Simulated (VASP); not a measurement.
Te2Mo (CdI2 type), 3 atoms in the cell. Symmetry: P-3m1, No. 164, trigonal system. Conventional cell: a = 3.967 Å, b = 3.967 Å, c = 6.347 Å, α = 90.00°, β = 90.00°, γ = 120.00°. Within 3.7 Å of Mo (site symmetry -3m) lie 6 Te at 2.79 Å. Te (site symmetry 3m) has 3 Mo at 2.79 Å within 3.7 Å. 

* Program: VASP 6.6.1
* Task: relaxation of cell and atoms
* Functional: PBE
* Potentials or basis: VASP PAW PBE potentials, release 64 (Mo_sv, Te)
* Cutoff: 600 eV
* k mesh: 12 × 12 × 7
* Occupations: fermi-dirac, width 0.05 eV
* Spin: no spin polarisation
* Dipole correction: no
* Further INCAR settings: ALGO = Normal; EDIFF = 1e-07; IBRION = 2; EDIFFG = -0.005; NSW = 100; ISIF = 3

Potentials or basis: VASP PAW PBE potentials, release 64 (Mo_sv, Te).

Run with:

```bash
$ cat potpaw_PBE.64/Mo_sv/POTCAR potpaw_PBE.64/Te/POTCAR > POTCAR
$ mpirun -np 1 vasp_std > vasp.out
```

Hardware: 1 thread of Intel(R) Xeon(R) Platinum 8488C (Sapphire Rapids), on a shared host.

Question: How long does it take, and how much memory?

Answer: Wall time 37 min on 1 thread of Intel(R) Xeon(R) Platinum 8488C (Sapphire Rapids), on a shared host, peak memory 0.4 GiB. Counts: scf iterations 258, k points 112, ion steps 26.
